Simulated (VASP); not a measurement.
Si4BW:

```
Si B W
1.0
     3.66848    0.00000    0.00000
    -1.83424    3.17700    0.00000
     0.00000    0.00000    7.85288
Si B W
4 1 1
Direct
  0.33333 0.66667 0.33270
  0.33333 0.66667 0.66730
  0.66667 0.33333 0.66730
  0.66667 0.33333 0.33270
  0.00000 0.00000 0.50000
  0.00000 0.00000 0.00000
```

The cell was built from a structure type or drawn by symmetry, and may not be a known phase.

| Property | Result |
| --- | --- |
| Program | VASP 6.6.1 |
| Task | relaxation of cell and atoms |
| Functional | PBE |
| Potentials or basis | VASP PAW PBE potentials, release 64 (Si, B, W_sv) |
| Cutoff | 600 eV |
| k mesh | 6 × 6 × 2 |
| Occupations | gaussian, width 0.1 eV |
| Spin | no spin polarisation |

At the start: pressure 9.6 GPa; volume 15.25 Å³/atom.

Task: Where does the relaxation end?

Result: Over 28 steps the energy falls by 1245.7 meV/atom and the volume is 13.58 Å³/atom (-11.0 %); space group P6/mmm (No. 191, to 0.1 Å) before and after.

Step by step:
```
step  energy change (eV)  largest force (eV/Å)  pressure (GPa)  volume (Å³)
   1              0.0000                1.3784            9.63        91.52
   2             -1.3188                1.2347          -10.77       103.31
   3             -1.3215                1.2878          -10.56       102.54
   4             -2.6458                1.5853           -7.94        92.55
   5             -3.2633                5.1678           74.08        61.51
   6             -3.1276                3.4734            4.06        82.11
   7             -4.2035                5.4698           24.10        71.89
   8             -3.8993                7.0058           45.07        66.72
   9             -4.0346                6.7309           46.19        66.27
  10             -4.2931                5.6098           52.24        64.90
  11             -3.8854                2.8055           70.98        62.06
  12             -4.2884                5.3281           56.63        64.19
  13             -4.5582                4.9167           53.45        64.69
  14             -5.2678                3.7489           44.44        66.21
  15             -6.2877                1.8713           29.33        69.30
  16             -7.1309                0.3134            8.38        75.78
  17             -7.1604                0.5510            5.48        77.08
  18             -7.1635                0.6317            4.32        77.68
  19             -7.2013                0.5520            3.39        78.11
  20             -7.2876                0.3054            0.92        79.38
  21             -7.3534                0.4960           -2.59        81.93
  22             -7.4084                0.6861           -1.64        81.70
  23             -7.4557                0.5632           -0.46        81.41
  24             -7.4210                0.1282            2.85        80.79
  25             -7.4641                0.4554            0.37        81.23
  26             -7.4731                0.0948            0.32        81.32
  27             -7.4735                0.0023            0.31        81.34
  28             -7.4742                0.0041            0.02        81.45
```

Final structure:
```
Si B W
1.0
     4.53183    0.00000    0.00000
    -2.26592    3.92468    0.00000
     0.00000    0.00000    4.57953
Si B W
4 1 1
Direct
  0.33333 0.66667 0.24810
  0.33333 0.66667 0.75190
  0.66667 0.33333 0.75190
  0.66667 0.33333 0.24810
  0.00000 0.00000 0.50000
  0.00000 0.00000 0.00000
```

Caveat: the k points lie up to 0.69 Å⁻¹ apart in the final cell, too coarse for converged energies and pressures of a metal; a cell axis changed by over 15 % at a fixed basis, so the end point is rough.
